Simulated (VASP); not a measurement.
F, 4 atoms in the cell. It takes space group C2 (No. 5, monoclinic). Conventional cell: a = 5.646 Å, b = 3.291 Å, c = 7.590 Å, α = 90.00°, β = 102.75°, γ = 90.00°. F (site symmetry 1) has 1 F at 1.36 Å within 1.8 Å. Within 1.8 Å of F (site symmetry 1) lie 1 F at 1.36 Å.  This cell differs from its parent crystal: strained and its atoms moved.

- Program: VASP 6.6.1
- Task: single point
- Functional: PBE
- Potentials or basis: VASP PAW PBE potentials, release 64 (F)
- Cutoff: 520 eV
- k mesh: 10 × 10 × 4
- Occupations: gaussian, width 0.02 eV
- Spin: no spin polarisation
- Dipole correction: no
- Further INCAR settings: ALGO = Normal; EDIFF = 1e-07; NBANDS = 22

Potentials or basis: VASP PAW PBE potentials, release 64 (F).

The run is started by

```bash
$ cat potpaw_PBE.64/F/POTCAR > POTCAR
$ mpirun -np 1 vasp_std > vasp.out
```

Hardware: 1 thread of Intel(R) Xeon(R) 6975P-C (Granite Rapids), with other jobs on the host.

Q: How long does it take, and how much memory?

A: Run time: 50 s on 1 thread of Intel(R) Xeon(R) 6975P-C (Granite Rapids) (shared host), peak memory 0.24 GiB. Counts: scf iterations 13, k points 117.
